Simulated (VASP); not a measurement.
# Sr3PRh (Pm-3m) in VASP: relaxation of cell and atoms with PBE

Aim: the relaxation of cell and atoms of Sr3PRh with PBE.

Everything below comes from runs of VASP 6.6.1. Logs are shortened: lines on timing, memory, paths and dates and some standing lists are left out, and cuts for length are marked.

### Step 1. The cell of the first run

It takes space group Pm-3m (No. 221, cubic). The conventional cell has a = 5.252 Å, b = 5.252 Å, c = 5.252 Å, α = 90.00°, β = 90.00°, γ = 90.00°. Within 3.5 Å of Sr (site symmetry 4/mmm) lie 2 Rh at 2.63 Å. Within 4.9 Å of P (site symmetry m-3m) lie 12 Sr at 3.71 Å and 8 Rh at 4.55 Å. Rh (site symmetry m-3m) has 6 Sr at 2.63 Å within 3.5 Å.

The cell was built from a structure type or drawn by symmetry, and may not be a known phase.

### Step 2. Relaxation of cell and atoms, PBE

File INCAR:

```
PREC = Accurate
ENCUT = 600
EDIFF = 1E-6
ISMEAR = 0
SIGMA = 0.1
LREAL = F
LASPH = T
NELM = 60
ALGO = Normal
ISIF = 3
LWAVE = F
LCHARG = F
GGA = PE
IBRION = 2
NSW = 90
EDIFFG = -0.04
```

File KPOINTS:

```
Automatic mesh
0
Gamma
  4 4 4
```

File POSCAR:

```
Sr3PRh
1.0
    5.2523964200      0.0000000000      0.0000000000
    0.0000000000      5.2523964200      0.0000000000
    0.0000000000      0.0000000000      5.2523964200
Sr P Rh
3 1 1
Direct
    0.5000000000      0.5000000000      0.0000000000
    0.5000000000      0.0000000000      0.5000000000
    0.0000000000      0.5000000000      0.5000000000
    0.0000000000      0.0000000000      0.0000000000
    0.5000000000      0.5000000000      0.5000000000
```

Potentials or basis: VASP PAW PBE potentials, release 64 (Sr_sv, P, Rh_pv).

The run is started by

```sh
cat potpaw_PBE.64/Sr_sv/POTCAR potpaw_PBE.64/P/POTCAR potpaw_PBE.64/Rh_pv/POTCAR > POTCAR
mpirun -np 1 vasp_std > vasp.out
```

OUTCAR:

```text
PREC = Accurate
   ENCUT = 600
   EDIFF = 1E-6
   ISMEAR = 0
   LREAL = F
   LASPH = T
   NELM = 60
   ISIF = 3
   GGA = PE
   IBRION = 2
   NSW = 90
   EDIFFG = -0.04

 ion  position               nearest neighbor table
   1  0.500  0.500  0.000-   5 2.63   5 2.63   4 3.71   2 3.71   2 3.71   3 3.71   3 3.71   2 3.71
                             4 3.71   2 3.71   3 3.71   4 3.71   3 3.71   4 3.71
   2  0.500  0.000  0.500-   5 2.63   5 2.63   4 3.71   1 3.71   1 3.71   4 3.71   1 3.71   3 3.71
                             3 3.71   1 3.71   3 3.71   4 3.71   4 3.71   3 3.71
   3  0.000  0.500  0.500-   5 2.63   5 2.63   4 3.71   1 3.71   1 3.71   4 3.71   2 3.71   4 3.71
                             4 3.71   1 3.71   2 3.71   2 3.71   1 3.71   2 3.71
   4  0.000  0.000  0.000-   1 3.71   2 3.71   3 3.71   2 3.71   3 3.71   1 3.71   3 3.71   3 3.71
                             1 3.71   2 3.71   2 3.71   1 3.71
   5  0.500  0.500  0.500-   1 2.63   2 2.63   3 2.63   1 2.63   2 2.63   3 2.63

  LATTYP: Found a simple cubic cell.
 ALAT       =     5.2523964200

  Lattice vectors:

 A1 = (   5.2523964200,   0.0000000000,   0.0000000000)
 A2 = (   0.0000000000,   5.2523964200,   0.0000000000)
 A3 = (   0.0000000000,   0.0000000000,   5.2523964200)

Analysis of symmetry for initial positions (statically):
=====================================================================
 Subroutine PRICEL returns:
 Original cell was already a primitive cell.

 Routine SETGRP: Setting up the symmetry group for a
 simple cubic supercell.

 Subroutine GETGRP returns: Found 48 space group operations
 (whereof 48 operations were pure point group operations)
 out of a pool of 48 trial point group operations.

The static configuration has the point symmetry O_h .

Analysis of symmetry for dynamics (positions and initial velocities):
=====================================================================
 Subroutine PRICEL returns:
 Original cell was already a primitive cell.

 Routine SETGRP: Setting up the symmetry group for a
 simple cubic supercell.

 Subroutine GETGRP returns: Found 48 space group operations
 (whereof 48 operations were pure point group operations)
 out of a pool of 48 trial point group operations.

The dynamic configuration has the point symmetry O_h .

 Subroutine INISYM returns: Found 48 space group operations
 (whereof 48 operations are pure point group operations),
 and found     1 'primitive' translations

----------------------------------------------------------------------------------------

                                     Primitive cell

  volume of cell :     144.9014

  direct lattice vectors                    reciprocal lattice vectors
     5.252396420  0.000000000  0.000000000     0.190389285  0.000000000  0.000000000
     0.000000000  5.252396420  0.000000000     0.000000000  0.190389285  0.000000000
[... 68 lines left out ...]
   ISTART =      0    job   : 0-new  1-cont  2-samecut
   ICHARG =      2    charge: 1-file 2-atom 10-const
   ISPIN  =      1    spin polarized calculation?
   LNONCOLLINEAR =      F non collinear calculations
   LSORBIT =      F    spin-orbit coupling
   LASPH  =      T    aspherical Exc in radial PAW
   ENCUT  =  600.0 eV  44.10 Ry    6.64 a.u.  10.49 10.49 10.49*2*pi/ulx,y,z
   NELM   =     60;   NELMIN=  2; NELMDL= -5     # of ELM steps
   EDIFF  = 0.1E-05   stopping-criterion for ELM
   LREAL  =      F    real-space projection
   EDIFFG = -.4E-01   stopping-criterion for IOM
   NSW    =     90    number of steps for IOM
   IBRION =      2    ionic relax: 0-MD 1-quasi-New 2-CG
   NFREE  =      1    steps in history (QN), initial steepest desc. (CG)
   ISIF   =      3    stress and relaxation
   ISYM   =      2    0-nonsym 1-usesym 2-fastsym
   POTIM  = 0.5000    time-step for ionic-motion
   TEBEG  =    0.0;   TEEND  =   0.0 temperature during run
   PSTRESS=    0.0 pullay stress
   NELECT =      50.0000    total number of electrons
   NUPDOWN=      -1.0000    fix difference up-down
   EMIN   =  10.00;   EMAX   =-10.00  energy-range for DOS
   EFERMI =   0.00;   METHOD = LEGACY
   ISMEAR =     0;   SIGMA  =   0.10  broadening in eV -4-tet -1-fermi 0-gaus
   EFERMI_NEDOS =   21; number of points for ismear=-14 and -15
   IALGO  =     38    algorithm
   IMIX   =      4    mixing-type and parameters
     AMIX     =   0.40;   BMIX     =  1.00
     AMIX_MAG =   1.60;   BMIX_MAG =  1.00
  volume/ion in A,a.u.               =      28.98       195.57
  Fermi-wavevector in a.u.,A,eV,Ry     =   1.148261  2.169899 17.939331  1.318504
  Thomas-Fermi vector in A             =   2.284937
   LORBIT       =      0    0 simple, 1 ext, 2 COOP (PROOUT), +10 PAW based schemes
   GGA     = PE    functional components
   LHFCALC =     F    Hartree Fock is set to
   AEXX    =    0.0000 exact exchange contribution
   IVDW    =     0    specifies the selected vdW correction
   LEPSILON=     F    determine dielectric tensor
   LRPA    =     F    only Hartree local field effects (RPA)
 conjugate gradient relaxation of ions
 non-spin polarized calculation
 Gauss-broadening in eV      SIGMA  =   0.10
  energy-cutoff  :      600.00
  volume of cell :      144.90
 maximum number of plane-waves:      4945
 NGX is ok and might be reduce to    42
   NGX = 21   NGY = 21   NGZ = 21

--------------------------------------- Ionic step        1  -------------------------------------------

 number of electron      49.9999991 magnetization

 Free energy of the ion-electron system (eV)
  ---------------------------------------------------
  ext. energy  EPLUGINS =         0.00000000
  ---------------------------------------------------
  free energy    TOTEN  =       -17.82954315 eV

  energy without entropy =      -17.82465715  energy(sigma->0) =      -17.82710015

 E-fermi :   3.6551     XC(G=0):  -9.1345

 val. band max:        3.5186909649   @ k =   0.5000   0.2500   0.2500
 cond. band min:       3.6599339241   @ k =   0.5000   0.5000   0.0000
 fundamental gap:      0.1412429592
 Fermi energy:         3.6550951331

 k-point     1 :       0.0000    0.0000    0.0000
  band No.  band energies     occupation
      1     -41.9795      2.00000
      2     -41.9795      2.00000
      3     -41.9795      2.00000
      4     -31.7194      2.00000
      5     -31.6317      2.00000
      6     -31.6317      2.00000
[... 396 lines left out ...]
--------------------------------------- Ionic step        3  -------------------------------------------

 number of electron      49.9999985 magnetization

 Free energy of the ion-electron system (eV)
  ---------------------------------------------------
  ext. energy  EPLUGINS =         0.00000000
  ---------------------------------------------------
  free energy    TOTEN  =       -18.41204144 eV

  energy without entropy =      -18.40345954  energy(sigma->0) =      -18.40775049

 E-fermi :   2.2391     XC(G=0):  -8.4452

 val. band max:        2.1676092514   @ k =   0.5000   0.5000   0.5000
 cond. band min:       2.8452840704   @ k =   0.5000   0.0000   0.0000
 fundamental gap:      0.6776748190
 Fermi energy:         2.2390585208

 k-point     1 :       0.0000    0.0000    0.0000
  band No.  band energies     occupation
      1     -42.6330      2.00000
      2     -42.6330      2.00000
      3     -42.6330      2.00000
      4     -32.9916      2.00000
      5     -32.9492      2.00000
      6     -32.9492      2.00000
[... 351 lines left out ...]
  FREE ENERGIE OF THE ION-ELECTRON SYSTEM (eV)
  ---------------------------------------------------
  free  energy   TOTEN  =       -18.4120414406 eV

  energy  without entropy=      -18.4034595388  energy(sigma->0) =      -18.40775049

 reached required accuracy - stopping structural energy minimisation
```

OSZICAR:

```text
N       E                     dE             d eps       ncg     rms          rms(c)
DAV:   1     0.405059046162E+03    0.40506E+03   -0.28497E+04   632   0.172E+03
[... 37 lines left out ...]
DAV:   5    -0.184105146576E+02   -0.10738E-02   -0.45432E-02   800   0.937E-01    0.477E-01
DAV:   6    -0.184111798315E+02   -0.66517E-03   -0.66836E-03   850   0.371E-01    0.199E-01
DAV:   7    -0.184119037847E+02   -0.72395E-03   -0.30917E-03   952   0.188E-01    0.858E-02
DAV:   8    -0.184120146553E+02   -0.11087E-03   -0.18126E-04   758   0.735E-02    0.444E-02
DAV:   9    -0.184120423522E+02   -0.27697E-04   -0.88373E-05  1010   0.472E-02    0.102E-02
DAV:  10    -0.184120410910E+02    0.12612E-05   -0.76146E-06   564   0.112E-02    0.772E-03
DAV:  11    -0.184120414406E+02   -0.34954E-06   -0.50312E-07   354   0.343E-03
   3 F= -.18412041E+02 E0= -.18407750E+02  d E =-.582498E+00
```

CONTCAR:

```text
Sr3PRh
   1.00000000000000
     5.5649903504473821    0.0000000000000000   -0.0000000000000000
     0.0000000000000000    5.5649903504473821    0.0000000000000000
    -0.0000000000000000    0.0000000000000000    5.5649903504473821
  Sr              P               Rh
     3     1     1
Direct
     0.5000000000000000    0.5000000000000000    0.0000000000000000
     0.5000000000000000    0.0000000000000000    0.5000000000000000
     0.0000000000000000    0.5000000000000000    0.5000000000000000
     0.0000000000000000    0.0000000000000000    0.0000000000000000
     0.5000000000000000    0.5000000000000000    0.5000000000000000

  0.00000000E+00  0.00000000E+00  0.00000000E+00
  0.00000000E+00  0.00000000E+00  0.00000000E+00
  0.00000000E+00  0.00000000E+00  0.00000000E+00
  0.00000000E+00  0.00000000E+00  0.00000000E+00
  0.00000000E+00  0.00000000E+00  0.00000000E+00
```

Wall time 4.5 min (1 thread of Intel Xeon 8259CL, shared host); peak memory 0.3 GiB.

What came out:

| Quantity | Value |
| --- | --- |
| Free energy | -18.4120 eV |
| Relaxed volume | 34.47 Å³/atom |
| Relaxed cell | a = 5.565 Å, b = 5.565 Å, c = 5.565 Å, α = 90.00°, β = 90.00°, γ = 90.00° |
| Space group after relaxing (to 0.1 Å) | Pm-3m (No. 221) |
| Energy gained by relaxing | 116.5 meV/atom |
| Ionic steps | 3 |
| Pressure after relaxing | 0.0 GPa |
| Band gap on the k mesh | zero (filled and empty bands touch) |

Step by step:
| step | energy change (eV) | largest force (eV/Å) | pressure (GPa) | volume (Å³) |
| --- | --- | --- | --- | --- |
| 1 | 0.0000 | 0.0000 | 7.86 | 144.90 |
| 2 | -0.5731 | 0.0000 | -0.71 | 176.79 |
| 3 | -0.5825 | 0.0000 | 0.05 | 172.34 |

Final structure:
```cif
data_structure
_symmetry_space_group_name_H-M 'P 1'
_symmetry_Int_Tables_number 1
_cell_length_a 5.5650
_cell_length_b 5.5650
_cell_length_c 5.5650
_cell_angle_alpha 90.000
_cell_angle_beta 90.000
_cell_angle_gamma 90.000
_cell_volume 172.34
loop_
_atom_site_label
_atom_site_type_symbol
_atom_site_fract_x
_atom_site_fract_y
_atom_site_fract_z
_atom_site_occupancy
Sr1 Sr 0.50000 0.50000 0.00000 1
Sr2 Sr 0.50000 0.00000 0.50000 1
Sr3 Sr 0.00000 0.50000 0.50000 1
P1 P 0.00000 0.00000 0.00000 1
Rh1 Rh 0.50000 0.50000 0.50000 1
```

Caveat: the volume moved by over 15 % at a fixed basis, so the end points are rough.
